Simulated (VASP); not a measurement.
Wanted: the native input for a VASP 6.6.1 run.

```
Task                   : single point
Functional             : PBE
Potentials or basis    : VASP PAW PBE potentials, release 64 (H)
Cutoff                 : 520 eV
k mesh                 : 18 × 18 × 18
Occupations            : fermi-dirac, width 0.136057 eV
Spin                   : no spin polarisation
Dipole correction      : no
Further INCAR settings : ALGO = Normal; EDIFF = 1e-07; NBANDS = 6
```

The structure of H lies in POSCAR:

```
H
1.0
    1.4513265704      0.0000000000      0.0000000000
    0.0000000000      1.4513265704      0.0000000000
    0.0000000000      0.0000000000      1.4513265704
H
1
Direct
    0.0000000000      0.0000000000      0.0000000000
```

One way to write it, as run:

INCAR

```
SYSTEM = H
  PREC = Accurate
  ENCUT = 520
  EDIFF = 1E-7
  ISMEAR = -1
  SIGMA = 0.13605693000000002
  LREAL = .FALSE.
  LASPH = .TRUE.
  NELM = 80
  ALGO = Normal
  ISIF = 2
  LWAVE = .FALSE.
  LCHARG = .FALSE.
  GGA = PE
  NBANDS = 6
```

KPOINTS

```
regular mesh
0
G
  18 18 18
  0 0 0
```

Potentials or basis: VASP PAW PBE potentials, release 64 (H).

The run is started by

```bash
$ cat potpaw_PBE.64/H/POTCAR > POTCAR
$ mpirun -np 1 vasp_std > vasp.out
```

Results of the run:

```yaml
Pressure: 0.8 GPa
```

Run time: 2.7 s on 1 thread of Intel(R) Xeon(R) Platinum 8375C CPU @ 2.90GHz (Ice Lake), on a shared host, peak memory 0.1 GiB.
